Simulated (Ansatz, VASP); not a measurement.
**One calculation of MgB2, two programs**

```
CELL_PARAMETERS angstrom
3.08500 0.00000 0.00000
-1.54250 2.67169 0.00000
0.00000 0.00000 3.52300
ATOMIC_POSITIONS crystal
Mg 0.00000 0.00000 0.00000
B 0.66667 0.33333 0.50000
B 0.33333 0.66667 0.50000
```

Alike in both runs: functional PBE-based screened hybrid; k mesh 5 × 5 × 4; occupations fermi-dirac, width 0.05 eV; no spin polarisation.

|  | VASP | Ansatz |
| --- | --- | --- |
| version | VASP 6.6.1 | Ansatz 0.2.0 |
| potentials or method | VASP PAW PBE potentials, release 64 (Mg, B) | Ansatz PAW |
| plane-wave cutoff (eV) | 520 | 420 |
| valence electrons in the cell | 8 | 16 |
| task | single point | band structure |

```tsv
	VASP	Ansatz	Ansatz less VASP
gap on the k mesh at the Fermi level (eV)	none	none	-
pressure (GPa)	-2.9	-2.7	+0.20
traceless stress, the component that is largest in VASP (GPa)	0.23	0.29	+0.051
```

VASP's potentials were made for PBE, not for PBE-based screened hybrid. A gap of «none» marks a metal or a gap that the smearing closes. The functional is the same, so the differences come from potentials, cutoffs and numerics. VASP's potentials hold 8 valence electrons a cell and Ansatz's 16, so a difference there can come from the potentials and not from the codes.

The k mesh is coarse, so the values compare programs but aren't converged.
